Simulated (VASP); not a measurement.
# Cu (Fm-3m) in VASP: single point with LDA

Aim: the single point of Cu with LDA.

Program: VASP 6.6.1. These are calculated values, not measurements. Logs are shortened: lines on timing, memory, paths and dates and some standing lists are left out, and cuts for length are marked.

### 1 The cell of the first run

The structure is cubic, space group Fm-3m (No. 225). The conventional cell has a = 3.518 Å, b = 3.518 Å, c = 3.518 Å, α = 90.00°, β = 90.00°, γ = 90.00°. Within 3.3 Å of Cu (site symmetry m-3m) lie 12 Cu at 2.49 Å.

### 2 Single point, LDA

Input file INCAR:

```
SYSTEM = Cu
ALGO = Normal
EDIFF = 1E-6
ENCUT = 700
GGA = CA
GGA_COMPAT = .False.
ISIF = 2
ISMEAR = -1
LASPH = .True.
LCHARG = .False.
LREAL = .False.
LWAVE = .False.
NBANDS = 16
NELM = 120
PREC = Accurate
SIGMA = 0.15
```

Input file KPOINTS:

```
k-points
0
Gamma
  28 28 28
  0 0 0
```

Input file POSCAR:

```
Cu
1.0
    0.0000000000      1.7591783112      1.7591783112
    1.7591783112      0.0000000000      1.7591783112
    1.7591783112      1.7591783112      0.0000000000
Cu
1
Direct
    0.0000000000      0.0000000000      0.0000000000
```

Potentials or basis: VASP PAW LDA potentials, release 64 (Cu_sv_GW).

Started as:

```console
> cat potpaw_LDA.64/Cu_sv_GW/POTCAR > POTCAR
> mpirun -np 1 vasp_std > vasp.out
```

OUTCAR:

```text
SYSTEM = Cu
   EDIFF = 1E-6
   ENCUT = 700
   GGA = CA
   ISIF = 2
   ISMEAR = -1
   LASPH = .True.
   LREAL = .False.
   NELM = 120
   PREC = Accurate

 ion  position               nearest neighbor table
   1  0.000  0.000  0.000-

  LATTYP: Found a face centered cubic cell.
 ALAT       =     3.5183566224

  Lattice vectors:

 A1 = (   0.0000000000,   1.7591783112,   1.7591783112)
 A2 = (   1.7591783112,   0.0000000000,   1.7591783112)
 A3 = (   1.7591783112,   1.7591783112,   0.0000000000)

Analysis of symmetry for initial positions (statically):
=====================================================================
 Subroutine PRICEL returns:
 Original cell was already a primitive cell.

 Routine SETGRP: Setting up the symmetry group for a
 face centered cubic supercell.

 Subroutine GETGRP returns: Found 48 space group operations
 (whereof 48 operations were pure point group operations)
 out of a pool of 48 trial point group operations.

The static configuration has the point symmetry O_h .

Analysis of symmetry for dynamics (positions and initial velocities):
=====================================================================
 Subroutine PRICEL returns:
 Original cell was already a primitive cell.

 Routine SETGRP: Setting up the symmetry group for a
 face centered cubic supercell.

 Subroutine GETGRP returns: Found 48 space group operations
 (whereof 48 operations were pure point group operations)
 out of a pool of 48 trial point group operations.

The dynamic configuration has the point symmetry O_h .

 Subroutine INISYM returns: Found 48 space group operations
 (whereof 48 operations are pure point group operations),
 and found     1 'primitive' translations

----------------------------------------------------------------------------------------

                                     Primitive cell

  volume of cell :      10.8883

  direct lattice vectors                    reciprocal lattice vectors
     0.000000000  1.759178311  1.759178311    -0.284223604  0.284223604  0.284223604
     1.759178311  0.000000000  1.759178311     0.284223604 -0.284223604  0.284223604
     1.759178311  1.759178311  0.000000000     0.284223604  0.284223604 -0.284223604

  length of vectors
     2.487853826  2.487853826  2.487853826     0.492289723  0.492289723  0.492289723

  position of ions in fractional coordinates (direct lattice)
     0.000000000  0.000000000  0.000000000

  ion indices of the primitive-cell ions
   primitive index   ion index
                 1           1

----------------------------------------------------------------------------------------

 KPOINTS: k-points

Automatic generation of k-mesh.
 Grid dimensions read from file:
 generate k-points for:   28   28   28

 Generating k-lattice:

  Cartesian coordinates                     Fractional coordinates (reciprocal lattice)
    -0.010150843  0.010150843  0.010150843     0.035714286  0.000000000  0.000000000
     0.010150843 -0.010150843  0.010150843     0.000000000  0.035714286  0.000000000
     0.010150843  0.010150843 -0.010150843     0.000000000  0.000000000  0.035714286

  Length of vectors
     0.017581776  0.017581776  0.017581776

  Shift w.r.t. Gamma in fractional coordinates (k-lattice)
     0.000000000  0.000000000  0.000000000

 Subroutine IBZKPT returns following result:
 ===========================================

 Found    624 irreducible k-points:

 Following reciprocal coordinates:
            Coordinates               Weight
  0.000000  0.000000  0.000000      1.000000
  0.035714  0.000000  0.000000      8.000000
  0.071429  0.000000  0.000000      8.000000
  0.107143  0.000000  0.000000      8.000000
  0.142857  0.000000  0.000000      8.000000
  0.178571  0.000000  0.000000      8.000000
[... 16 lines left out ...]
  0.285714  0.035714  0.000000     24.000000
  0.321429  0.035714  0.000000     24.000000
 [... further k-points ...]
   k-points           NKPTS =    624   k-points in BZ     NKDIM =    624   number of bands    NBANDS=     16
   number of dos      NEDOS =    301   number of ions     NIONS =      1
   total plane-waves  NPLWV =  13824
   dimension x,y,z NGX =    24 NGY =   24 NGZ =   24
   dimension x,y,z NGXF=    48 NGYF=   48 NGZF=   48
   ions per type =               1
   NGX,Y,Z   is equivalent  to a cutoff of  16.04, 16.04, 16.04 a.u.
   NGXF,Y,Z  is equivalent  to a cutoff of  32.08, 32.08, 32.08 a.u.
 SYSTEM =  Cu
   PREC   = accura    normal or accurate (medium, high low for compatibility)
   ISTART =      0    job   : 0-new  1-cont  2-samecut
   ICHARG =      2    charge: 1-file 2-atom 10-const
   ISPIN  =      1    spin polarized calculation?
   LNONCOLLINEAR =      F non collinear calculations
   LSORBIT =      F    spin-orbit coupling
   LASPH  =      T    aspherical Exc in radial PAW
   ENCUT  =  700.0 eV  51.45 Ry    7.17 a.u.   5.37  5.37  5.37*2*pi/ulx,y,z
   NELM   =    120;   NELMIN=  2; NELMDL= -5     # of ELM steps
   EDIFF  = 0.1E-05   stopping-criterion for ELM
   LREAL  =      F    real-space projection
   EDIFFG = 0.1E-04   stopping-criterion for IOM
   NSW    =      0    number of steps for IOM
   IBRION =     -1    ionic relax: 0-MD 1-quasi-New 2-CG
   NFREE  =      0    steps in history (QN), initial steepest desc. (CG)
   ISIF   =      2    stress and relaxation
   ISYM   =      2    0-nonsym 1-usesym 2-fastsym
   POTIM  = 0.5000    time-step for ionic-motion
   TEBEG  =    0.0;   TEEND  =   0.0 temperature during run
   PSTRESS=    0.0 pullay stress
   NELECT =      19.0000    total number of electrons
   NUPDOWN=      -1.0000    fix difference up-down
   EMIN   =  10.00;   EMAX   =-10.00  energy-range for DOS
   EFERMI =   0.00;   METHOD = LEGACY
   ISMEAR =    -1;   SIGMA  =   0.15  broadening in eV -4-tet -1-fermi 0-gaus
   EFERMI_NEDOS =   21; number of points for ismear=-14 and -15
   IALGO  =     38    algorithm
   IMIX   =      4    mixing-type and parameters
     AMIX     =   0.40;   BMIX     =  1.00
     AMIX_MAG =   1.60;   BMIX_MAG =  1.00
  volume/ion in A,a.u.               =      10.89        73.48
  Fermi-wavevector in a.u.,A,eV,Ry     =   1.970937  3.724532 52.853115  3.884594
  Thomas-Fermi vector in A             =   2.993576
   LORBIT       =      0    0 simple, 1 ext, 2 COOP (PROOUT), +10 PAW based schemes
   GGA     = CA    functional components
   LHFCALC =     F    Hartree Fock is set to
   AEXX    =    0.0000 exact exchange contribution
   IVDW    =     0    specifies the selected vdW correction
   LEPSILON=     F    determine dielectric tensor
   LRPA    =     F    only Hartree local field effects (RPA)
 non-spin polarized calculation
  energy-cutoff  :      700.00
  volume of cell :       10.89
 maximum number of plane-waves:       473
 NGX is ok and might be reduce to    24
   NGX = 11   NGY = 11   NGZ = 11

 number of electron      18.9999999 magnetization

 Free energy of the ion-electron system (eV)
  ---------------------------------------------------
  ext. energy  EPLUGINS =         0.00000000
  ---------------------------------------------------
  free energy    TOTEN  =        -4.86653271 eV

  energy without entropy =       -4.84538857  energy(sigma->0) =       -4.85596064

 E-fermi :   8.2726     XC(G=0): -14.3599

 val. band max:        8.2497667869   @ k =   0.4643   0.2143   0.0000
 cond. band min:       8.2732720824   @ k =   0.5000   0.2143   0.0714
 fundamental gap:      0.0235052955
 Fermi energy:         8.2726043253

 k-point     1 :       0.0000    0.0000    0.0000
  band No.  band energies     occupation
      1    -103.4585      2.00000
      2     -61.3441      2.00000
      3     -61.3441      2.00000
      4     -61.3441      2.00000
      5      -1.8055      2.00000
      6       4.9222      2.00000
[... 8 lines left out ...]
     15      37.1979      0.00000
     16      37.1979      0.00000

 k-point     2 :       0.0357    0.0000    0.0000
  band No.  band energies     occupation
      1    -103.4582      2.00000
      2     -61.3460      2.00000
      3     -61.3443      2.00000
      4     -61.3443      2.00000
      5      -1.7561      2.00000
      6       4.9105      2.00000
[... 8 lines left out ...]
     15      37.4384      0.00000
     16      37.4384      0.00000

 k-point     3 :       0.0714    0.0000    0.0000
  band No.  band energies     occupation
      1    -103.4576      2.00000
      2     -61.3520      2.00000
      3     -61.3453      2.00000
      4     -61.3453      2.00000
      5      -1.6084      2.00000
      6       4.8766      2.00000
[... 8 lines left out ...]
     15      38.0224      0.00000
     16      38.0224      0.00000

 k-point     4 :       0.1071    0.0000    0.0000
  band No.  band energies     occupation
      1    -103.4565      2.00000
      2     -61.3614      2.00000
      3     -61.3469      2.00000
      4     -61.3469      2.00000
      5      -1.3649      2.00000
      6       4.8246      2.00000
[... 8 lines left out ...]
     15      38.7509      0.00000
     16      38.7509      0.00000
[... 324 lines left out ...]
 k-point    22 :       0.2500    0.0357    0.0000
  band No.  band energies     occupation
      1    -103.4491      2.00000
      2     -61.4159      2.00000
      3     -61.3574      2.00000
      4     -61.3553      2.00000
      5       0.2832      2.00000
      6       4.6036      2.00000
[... 8 lines left out ...]
     15      36.7275      0.00000
     16      39.2820      0.00000

 k-point    23 :       0.2857    0.0357    0.0000
  band No.  band energies     occupation
      1    -103.4464      2.00000
      2     -61.4322      2.00000
      3     -61.3598      2.00000
      4     -61.3575      2.00000
      5       0.8495      2.00000
      6       4.6169      2.00000
[... 8 lines left out ...]
     15      36.1981      0.00000
     16      38.4543      0.00000

 k-point    24 :       0.3214    0.0357    0.0000
  band No.  band energies     occupation
      1    -103.4437      2.00000
      2     -61.4479      2.00000
      3     -61.3621      2.00000
      4     -61.3600      2.00000
      5       1.4081      2.00000
      6       4.7159      2.00000
[... 8 lines left out ...]
     15      35.7190      0.00000
     16      37.6591      0.00000

 [... further k-points ...]

------------------------ aborting loop because EDIFF is reached ----------------------------------------

  FORCE on cell =-STRESS in cart. coord.  units (eV):
  Direction    XX          YY          ZZ          XY          YZ          ZX
  --------------------------------------------------------------------------------------
  -------------------------------------------------------------------------------------
  Total       -0.2947615     -0.2947615     -0.2947615     -0.0000000      0.0000000      0.0000000
  in kB      -43.3732352    -43.3732352    -43.3732352     -0.0000000      0.0000000      0.0000000
  external PRESSURE =     -43.3732352 kB  Pullay stress =       0.0000000 kB

 VOLUME and BASIS-vectors are now :
 -----------------------------------------------------------------------------
  energy-cutoff  :      700.00
  volume of cell :       10.89
      direct lattice vectors                 reciprocal lattice vectors
     0.000000000  1.759178311  1.759178311    -0.284223604  0.284223604  0.284223604
     1.759178311  0.000000000  1.759178311     0.284223604 -0.284223604  0.284223604
     1.759178311  1.759178311  0.000000000     0.284223604  0.284223604 -0.284223604

 POSITION                                       TOTAL-FORCE (eV/Angst)
 -----------------------------------------------------------------------------------
      0.00000      0.00000      0.00000         0.000000     -0.000000      0.000000
 -----------------------------------------------------------------------------------
    total drift:                               -0.000000     -0.000000     -0.000000

  FREE ENERGIE OF THE ION-ELECTRON SYSTEM (eV)
  ---------------------------------------------------
  free  energy   TOTEN  =        -4.8665327134 eV

  energy  without entropy=       -4.8453885704  energy(sigma->0) =       -4.85596064
```

Wall time 95 s (1 thread of AMD EPYC 9R45 (Zen 5), shared host); peak memory 0.28 GiB.

What came out:

```
Free energy            : -4.8665 eV
Pressure               : -4.3 GPa
Band gap on the k mesh : zero (an odd number of electrons rules out a gap without spin polarisation)
```

Caveat: the cell stands under tension.
